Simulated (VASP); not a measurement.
A run of VASP 6.6.1 is set up as follows.

Contents of INCAR:

```
  ALGO = Normal
  EDIFF = 1E-6
  EDIFFG = -0.008
  ENCUT = 600
  GGA = PS
  IBRION = 2
  ISIF = 3
  ISMEAR = 0
  LASPH = T
  LCHARG = F
  LREAL = F
  LWAVE = F
  NELM = 100
  NSW = 70
  PREC = Accurate
  PSTRESS = 50.0
  SIGMA = 0.1
```

KPOINTS

```
k-points
0
Gamma
  14 14 10
```

File POSCAR:

```
TiAl
1.0
    2.7581970474      0.0000000000      0.0000000000
    0.0000000000      2.7581970474      0.0000000000
    0.0000000000      0.0000000000      3.9882660304
Ti Al
1 1
Direct
    0.5000000000      0.5000000000      0.5000000000
    0.0000000000      0.0000000000      0.0000000000
```

Potentials or basis: VASP PAW PBE potentials, release 64 (Ti_sv, Al).

Command:

```console
$ cat potpaw_PBE.64/Ti_sv/POTCAR potpaw_PBE.64/Al/POTCAR > POTCAR
$ mpirun -np 1 vasp_std > vasp.out
```

Task: What does it give for the relaxed cell?

Result: a = 2.759 Å, b = 2.759 Å, c = 3.990 Å, α = 90.00°, β = 90.00°, γ = 90.00°.

Task: What does it give for the space group after relaxing (to 0.1 Å)?

Result: P4/mmm (No. 123).

Task: Estimate the band gap on the k mesh.

Result: Zero (an odd number of electrons rules out a gap without spin polarisation).

Task: What does it give for the relaxed volume?

Result: 15.19 Å³/atom.

The path:
```
step  energy change (eV)  largest force (eV/Å)  pressure (GPa)  volume (Å³)
   1              0.0000                0.0000            5.10        30.34
   2             -0.0014                0.0000            4.94        30.38
```

Caveat: the cell is relaxed towards a set pressure, so the run minimises the enthalpy, not the energy; the PAW data sets were made with another functional, which shifts forces and pressure a little.
